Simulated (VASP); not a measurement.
Wanted: the native input for a VASP 6.6.1 run.

* Task: single point
* Functional: PBE
* Dispersion: D3(BJ)
* Potentials or basis: VASP PAW PBE potentials, release 64 (Mo_sv)
* Cutoff: 520 eV
* k mesh: 3 × 3 × 1
* Occupations: gaussian, width 0.1 eV
* Spin: no spin polarisation
* Dipole correction: yes
* Further INCAR settings: LREAL = Auto; ALGO = Fast; EDIFF = 1e-06; NBANDS = 156

The structure of Mo lies in POSCAR:

```
Mo
1.0
    6.2604336893      0.0000000000      0.0000000000
    0.0000000000      6.2604336893      0.0000000000
    0.0000000000      0.0000000000     26.6618336893
Mo
20
Direct
    0.2500000000      0.7500000000      0.3000543808
    0.2500000000      0.2500000000      0.3000543808
    0.7500000000      0.7500000000      0.3000543808
    0.7500000000      0.2500000000      0.3000543808
    0.5000000000      0.5000000000      0.3587565857
    0.5000000000      0.0000000000      0.3587565857
    0.0000000000      0.5000000000      0.3587565857
    0.0000000000      0.0000000000      0.3587565857
    0.7511283228      0.2513801875      0.4168891013
    0.7514486906      0.7495599129      0.4177650736
    0.2496044473      0.2522394893      0.4171689346
    0.2495165380      0.7499845077      0.4169706391
    0.0029241295      0.0006434049      0.4764451438
   -0.0025681950      0.4990719831      0.4769934322
    0.5023366974      0.0037963434      0.4738135275
    0.4971690178      0.5022464549      0.4749130918
    0.2456685204      0.7522890199      0.5318929692
    0.2901902147      0.2391319517      0.5348883243
    0.7237794181      0.7647962875      0.5374666621
    0.7492726333      0.2625358216      0.5332288566
```

These files were run (other wordings do the same):

INCAR

```
SYSTEM = Mo
PREC     = Accurate       ! precision mode
ENCUT    = 520            ! plane-wave cutoff, eV
EDIFF    = 1E-6           ! SCF threshold, eV
ISMEAR   = 0              ! smearing method
SIGMA    = 0.1            ! smearing width, eV
LREAL    = Auto         
LASPH    = .TRUE.         ! aspherical terms in the spheres
NELM     = 80             ! most SCF steps
ALGO     = Fast           ! electronic algorithm
ISIF     = 2              ! what is computed and relaxed
LWAVE    = .FALSE.        ! write WAVECAR
LCHARG   = .TRUE.         ! write CHGCAR
LDIPOL   = .TRUE.       
IDIPOL   = 3            
DIPOL    = 0.5 0.5 0.417
GGA      = PE             ! functional
IVDW     = 12             ! dispersion correction
LELF     = .TRUE.         ! ELF
LVHAR    = .TRUE.       
LVACPOTAV= .TRUE.       
NBANDS   = 156            ! bands
```

KPOINTS

```
Automatic mesh
0
G
  3 3 1
  0 0 0
```

Potentials or basis: VASP PAW PBE potentials, release 64 (Mo_sv).

Run with:

```bash
$ cat potpaw_PBE.64/Mo_sv/POTCAR > POTCAR
$ mpirun -np 1 vasp_std > vasp.out
```

It gave:

```
Largest force              : 1.610 eV/Å
Band gap on the k mesh     : zero (bands 140 and 141 overlap by 0.21 eV)
Dispersion energy per atom : -0.504 eV
```

Wall time 110 min on 1 thread of Oxide Virtual Turin-like Processor, with other jobs on the host, peak memory 1.1 GiB.
